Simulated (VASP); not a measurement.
Wanted: the native input for a VASP 6.6.1 run.

| Property | Result |
| --- | --- |
| Task | single point |
| Functional | PBEsol |
| Potentials or basis | VASP PAW PBE potentials, release 64 (Te, Mo_sv) |
| Cutoff | 500 eV |
| k mesh | 6 × 6 × 2 |
| Occupations | gaussian, width 0.1 eV |
| Spin | no spin polarisation |
| Dipole correction | no |
| Further INCAR settings | ALGO = Normal; EDIFF = 1e-06; NBANDS = 35 |

The structure of Te2Mo lies in POSCAR:

```
Te2Mo
1.0
    3.5656545593      0.0000000000      0.0000000000
   -1.7828272797      3.0879474295      0.0000000000
    0.0000000000      0.0000000000     14.6477784100
Te Mo
4 2
Direct
    0.3333333300      0.6666666700      0.6278226900
    0.6666666700      0.3333333300      0.1278226900
    0.6666666700      0.3333333300      0.3721773100
    0.3333333300      0.6666666700      0.8721773100
    0.3333333300      0.6666666700      0.2500000000
    0.6666666700      0.3333333300      0.7500000000
```

These files were run (other wordings do the same):

INCAR

```
PREC = Accurate
ENCUT = 500
EDIFF = 1E-6
ISMEAR = 0
SIGMA = 0.1
LREAL = F
LASPH = T
NELM = 120
ALGO = Normal
ISIF = 2
LWAVE = F
LCHARG = F
GGA = PS
NBANDS = 35
GGA_COMPAT = F
```

KPOINTS

```
Automatic mesh
0
Gamma
  6 6 2
```

Potentials or basis: VASP PAW PBE potentials, release 64 (Te, Mo_sv).

Run with:

```sh
$ cat potpaw_PBE.64/Te/POTCAR potpaw_PBE.64/Mo_sv/POTCAR > POTCAR
$ mpirun -np 1 vasp_std > vasp.out
```

It gave:

```json
{
 "Pressure": "-2.7 GPa",
 "Largest force": "0.079 eV/Å",
 "Band gap on the k mesh": "0.93 eV, indirect (least direct gap 0.97 eV)"
}
```

Caveat: the PAW data sets were made with another functional, which shifts forces and pressure a little; spin-orbit coupling is left out, which moves the levels of the heavy elements; this functional lacks dispersion, which binds the layers, so the pressure and a relaxed spacing across them are unreliable.

It took 96 s on 1 thread of Intel Xeon 6975P-C (shared host), peak memory 0.31 GiB.
